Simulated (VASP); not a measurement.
# AlCu3 (Fm-3m) in VASP: relaxation of cell and atoms with PBEsol

Aim: the relaxation of cell and atoms of AlCu3 with PBEsol.

All numbers are computed with VASP 6.6.1; they aren't measurements. Logs are shortened: lines on timing, memory, paths and dates and some standing lists are left out, and cuts for length are marked.

## 1. The cell of the first run

Symmetry: Fm-3m, No. 225, cubic system. Conventional cell: a = 5.567 Å, b = 5.567 Å, c = 5.567 Å, α = 90.00°, β = 90.00°, γ = 90.00°. Al (site symmetry m-3m) has 14 Cu at 2.41 to 2.78 Å within 3.2 Å. Cu (site symmetry m-3m) has 8 Cu at 2.41 Å and 6 Al at 2.78 Å within 3.2 Å. Within 3.2 Å of Cu (site symmetry -43m) lie 4 Al at 2.41 Å and 10 Cu at 2.41 to 2.78 Å.

## 2. Relaxation of cell and atoms, PBEsol, target pressure 20 GPa, at which the enthalpy is minimised

Input file INCAR:

```
SYSTEM = AlCu3
  ALGO = Normal
  EDIFF = 1E-6
  EDIFFG = -0.008
  ENCUT = 600
  GGA = PS
  IBRION = 2
  ISIF = 3
  ISMEAR = 0
  LASPH = .True.
  LCHARG = .False.
  LREAL = .False.
  LWAVE = .False.
  NELM = 60
  NSW = 70
  PREC = Accurate
  PSTRESS = 200.0
  SIGMA = 0.1
```

Input file KPOINTS:

```
k-points
0
Gamma
  12 12 12
  0 0 0
```

Input file POSCAR:

```
AlCu3
1.0
    0.0000000000      2.7832621494      2.7832621494
    2.7832621494      0.0000000000      2.7832621494
    2.7832621494      2.7832621494      0.0000000000
Al Cu
1 3
Direct
    0.0000000000      0.0000000000      0.0000000000
    0.5000000000      0.5000000000      0.5000000000
    0.2500000000      0.2500000000      0.2500000000
    0.7500000000      0.7500000000      0.7500000000
```

Potentials or basis: VASP PAW PBE potentials, release 64 (Al, Cu).

Command:

```console
> cat potpaw_PBE.64/Al/POTCAR potpaw_PBE.64/Cu/POTCAR > POTCAR
> mpirun -np 1 vasp_std > vasp.out
```

OUTCAR:

```text
SYSTEM = AlCu3
   EDIFF = 1E-6
   EDIFFG = -0.008
   ENCUT = 600
   GGA = PS
   IBRION = 2
   ISIF = 3
   ISMEAR = 0
   LASPH = .True.
   LREAL = .False.
   NELM = 60
   NSW = 70
   PREC = Accurate
   PSTRESS = 200.0

 ion  position               nearest neighbor table
   1  0.000  0.000  0.000-   4 2.41   4 2.41   4 2.41   3 2.41   4 2.41   3 2.41   3 2.41   3 2.41
                             2 2.78   2 2.78   2 2.78   2 2.78   2 2.78   2 2.78
   2  0.500  0.500  0.500-   3 2.41   3 2.41   3 2.41   3 2.41   4 2.41   4 2.41   4 2.41   4 2.41
                             1 2.78   1 2.78   1 2.78   1 2.78   1 2.78   1 2.78
   3  0.250  0.250  0.250-   1 2.41   1 2.41   1 2.41   1 2.41   2 2.41   2 2.41   2 2.41   2 2.41
                             4 2.78   4 2.78   4 2.78   4 2.78   4 2.78   4 2.78
   4  0.750  0.750  0.750-   2 2.41   2 2.41   2 2.41   1 2.41   2 2.41   1 2.41   1 2.41   1 2.41
                             3 2.78   3 2.78   3 2.78   3 2.78   3 2.78   3 2.78

  LATTYP: Found a face centered cubic cell.
 ALAT       =     5.5665242988

  Lattice vectors:

 A1 = (   0.0000000000,   2.7832621494,   2.7832621494)
 A2 = (   2.7832621494,   0.0000000000,   2.7832621494)
 A3 = (   2.7832621494,   2.7832621494,   0.0000000000)

Analysis of symmetry for initial positions (statically):
=====================================================================
 Subroutine PRICEL returns:
 Original cell was already a primitive cell.

 Routine SETGRP: Setting up the symmetry group for a
 face centered cubic supercell.

 Subroutine GETGRP returns: Found 48 space group operations
 (whereof 48 operations were pure point group operations)
 out of a pool of 48 trial point group operations.

The static configuration has the point symmetry O_h .

Analysis of symmetry for dynamics (positions and initial velocities):
=====================================================================
 Subroutine PRICEL returns:
 Original cell was already a primitive cell.

 Routine SETGRP: Setting up the symmetry group for a
 face centered cubic supercell.

 Subroutine GETGRP returns: Found 48 space group operations
 (whereof 48 operations were pure point group operations)
 out of a pool of 48 trial point group operations.

The dynamic configuration has the point symmetry O_h .

 Subroutine INISYM returns: Found 48 space group operations
 (whereof 48 operations are pure point group operations),
 and found     1 'primitive' translations

----------------------------------------------------------------------------------------

                                     Primitive cell

  volume of cell :      43.1213

  direct lattice vectors                    reciprocal lattice vectors
     0.000000000  2.783262149  2.783262149    -0.179645313  0.179645313  0.179645313
     2.783262149  0.000000000  2.783262149     0.179645313 -0.179645313  0.179645313
[... 78 lines left out ...]
   NGXF,Y,Z  is equivalent  to a cutoff of  27.03, 27.03, 27.03 a.u.
 SYSTEM =  AlCu3
   PREC   = accura    normal or accurate (medium, high low for compatibility)
   ISTART =      0    job   : 0-new  1-cont  2-samecut
   ICHARG =      2    charge: 1-file 2-atom 10-const
   ISPIN  =      1    spin polarized calculation?
   LNONCOLLINEAR =      F non collinear calculations
   LSORBIT =      F    spin-orbit coupling
   LASPH  =      T    aspherical Exc in radial PAW
   ENCUT  =  600.0 eV  44.10 Ry    6.64 a.u.   7.86  7.86  7.86*2*pi/ulx,y,z
   NELM   =     60;   NELMIN=  2; NELMDL= -5     # of ELM steps
   EDIFF  = 0.1E-05   stopping-criterion for ELM
   LREAL  =      F    real-space projection
   EDIFFG = -.8E-02   stopping-criterion for IOM
   NSW    =     70    number of steps for IOM
   IBRION =      2    ionic relax: 0-MD 1-quasi-New 2-CG
   NFREE  =      1    steps in history (QN), initial steepest desc. (CG)
   ISIF   =      3    stress and relaxation
   ISYM   =      2    0-nonsym 1-usesym 2-fastsym
   POTIM  = 0.5000    time-step for ionic-motion
   TEBEG  =    0.0;   TEEND  =   0.0 temperature during run
   PSTRESS=  200.0 pullay stress
   NELECT =      36.0000    total number of electrons
   NUPDOWN=      -1.0000    fix difference up-down
   EMIN   =  10.00;   EMAX   =-10.00  energy-range for DOS
   EFERMI =   0.00;   METHOD = LEGACY
   ISMEAR =     0;   SIGMA  =   0.10  broadening in eV -4-tet -1-fermi 0-gaus
   EFERMI_NEDOS =   21; number of points for ismear=-14 and -15
   IALGO  =     38    algorithm
   IMIX   =      4    mixing-type and parameters
     AMIX     =   0.40;   BMIX     =  1.00
     AMIX_MAG =   1.60;   BMIX_MAG =  1.00
  volume/ion in A,a.u.               =      10.78        72.75
  Fermi-wavevector in a.u.,A,eV,Ry     =   1.541505  2.913022 32.330668  2.376237
  Thomas-Fermi vector in A             =   2.647441
   LORBIT       =      0    0 simple, 1 ext, 2 COOP (PROOUT), +10 PAW based schemes
   GGA     = PS    functional components
   LHFCALC =     F    Hartree Fock is set to
   AEXX    =    0.0000 exact exchange contribution
   IVDW    =     0    specifies the selected vdW correction
   LEPSILON=     F    determine dielectric tensor
   LRPA    =     F    only Hartree local field effects (RPA)
 conjugate gradient relaxation of ions
 non-spin polarized calculation
 Gauss-broadening in eV      SIGMA  =   0.10
  energy-cutoff  :      600.00
  volume of cell :       43.12
 maximum number of plane-waves:      1459
   NGX = 15   NGY = 15   NGZ = 15

--------------------------------------- Ionic step        1  -------------------------------------------

 number of electron      35.9999962 magnetization

 Free energy of the ion-electron system (eV)
  ---------------------------------------------------
  ext. energy  EPLUGINS =         0.00000000
  ---------------------------------------------------
  free energy    TOTEN  =       -17.43187327 eV

  energy without entropy =      -17.42668556  energy(sigma->0) =      -17.42927941

 E-fermi :  10.0157     XC(G=0): -13.0750

 val. band max:        9.9850004388   @ k =  -0.4167   0.1667   0.0000
 cond. band min:      10.0367227468   @ k =  -0.1667   0.1667   0.0000
 fundamental gap:      0.0517223080
 Fermi energy:        10.0156718371

 k-point     1 :       0.0000    0.0000    0.0000
  band No.  band energies     occupation
      1      -1.4992      2.00000
      2       4.6488      2.00000
      3       4.6488      2.00000
      4       4.8041      2.00000
      5       4.8041      2.00000
      6       4.8041      2.00000
[... 670 lines left out ...]
--------------------------------------- Ionic step        3  -------------------------------------------

 number of electron      35.9999962 magnetization

 Free energy of the ion-electron system (eV)
  ---------------------------------------------------
  ext. energy  EPLUGINS =         0.00000000
  ---------------------------------------------------
  free energy    TOTEN  =       -17.46103047 eV

  energy without entropy =      -17.45586556  energy(sigma->0) =      -17.45844801

 E-fermi :   9.9408     XC(G=0): -13.0460

 val. band max:        9.9092796725   @ k =  -0.4167   0.1667   0.0000
 cond. band min:       9.9610039203   @ k =  -0.1667   0.1667   0.0000
 fundamental gap:      0.0517242478
 Fermi energy:         9.9407558228

 k-point     1 :       0.0000    0.0000    0.0000
  band No.  band energies     occupation
      1      -1.5291      2.00000
      2       4.6080      2.00000
      3       4.6080      2.00000
      4       4.7594      2.00000
      5       4.7594      2.00000
      6       4.7594      2.00000
[... 626 lines left out ...]
  energy  without entropy=      -17.4558655609  energy(sigma->0) =      -17.45844801

  enthalpy is  TOTEN    =       -12.0499023746 eV   P V=        5.4111280942

 reached required accuracy - stopping structural energy minimisation
```

OSZICAR:

```text
N       E                     dE             d eps       ncg     rms          rms(c)
DAV:   1     0.263228933679E+03    0.26323E+03   -0.17681E+04  3216   0.299E+03
DAV:   2    -0.370597847599E+01   -0.26693E+03   -0.26028E+03  3168   0.423E+02
DAV:   3    -0.219142537919E+02   -0.18208E+02   -0.17487E+02  3656   0.165E+02
[... 27 lines left out ...]
DAV:   4    -0.174611635344E+02    0.70167E-03   -0.15561E-03  4366   0.154E+00    0.930E-02
DAV:   5    -0.174610426989E+02    0.12084E-03   -0.31858E-04  4564   0.114E+00    0.255E-02
DAV:   6    -0.174610328553E+02    0.98436E-05   -0.66766E-05  4922   0.158E-01    0.108E-02
DAV:   7    -0.174610310250E+02    0.18303E-05   -0.65977E-06  3972   0.964E-02    0.540E-03
DAV:   8    -0.174610304688E+02    0.55620E-06   -0.27209E-06  2486   0.951E-02
   3 F= -.12049902E+02 E0= -.12047320E+02  d E =-.872557E-03
```

Run time: 4.3 min. Hardware: 1 thread of Intel Xeon 8259CL, shared host; peak memory 0.23 GiB.

Results:

* Free energy: -17.4610 eV
* Relaxed volume: 10.84 Å³/atom
* Relaxed cell: a = 3.943 Å, b = 3.943 Å, c = 3.943 Å, α = 60.00°, β = 60.00°, γ = 60.00°
* Space group after relaxing (to 0.1 Å): Fm-3m (No. 225)
* Energy change on relaxing (the run minimises the enthalpy): -7.3 meV/atom
* Ionic steps: 3
* Pressure after relaxing: 20.0 GPa
* Band gap on the k mesh: zero (bands 18 and 19 overlap by 6.13 eV)

Step by step:
| step | energy change (eV) | largest force (eV/Å) | pressure (GPa) | volume (Å³) |
| --- | --- | --- | --- | --- |
| 1 | 0.0000 | 0.0000 | 21.20 | 43.12 |
| 2 | -0.0628 | 0.0000 | 18.50 | 43.63 |
| 3 | -0.0292 | 0.0000 | 20.00 | 43.35 |

Final structure:
```
Al Cu
1.0
     0.00000    2.78813    2.78813
     2.78813    0.00000    2.78813
     2.78813    2.78813    0.00000
Al Cu
1 3
Direct
  0.00000 0.00000 0.00000
  0.50000 0.50000 0.50000
  0.25000 0.25000 0.25000
  0.75000 0.75000 0.75000
```

Caveat: the cell is relaxed towards a set pressure, so the run minimises the enthalpy, not the energy; the PAW data sets were made with another functional, which shifts forces and pressure a little.

The gap in the log of VASP goes by the Fermi energy; the results here count the filled bands.